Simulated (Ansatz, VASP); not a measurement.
# GaN in VASP and in Ansatz

```
CELL_PARAMETERS angstrom
0.00000 2.25350 2.25350
2.25350 0.00000 2.25350
2.25350 2.25350 0.00000
ATOMIC_POSITIONS crystal
Ga 0.00000 0.00000 0.00000
N 0.25000 0.25000 0.25000
```

Alike in both runs: task single point; functional PBE; k mesh 8 × 8 × 8; occupations fermi-dirac, width 0.05 eV; no spin polarisation.

|  | VASP | Ansatz |
| --- | --- | --- |
| version | VASP 6.6.1 | Ansatz 0.2.0 |
| potentials or method | VASP PAW PBE potentials, release 64 (Ga_d, N), cutoff 520 eV | all-electron PAW datasets made for the crystal |

```tsv
	VASP	Ansatz	Ansatz less VASP
gap on the k mesh at the Fermi level (eV)	1.72	1.73	+0.010
least direct gap on the mesh (eV)	1.72	1.73	+0.010
pressure (GPa)	5.1	4.9	-0.13
```

Ansatz ran all-electron here, and VASP with PAW potentials.
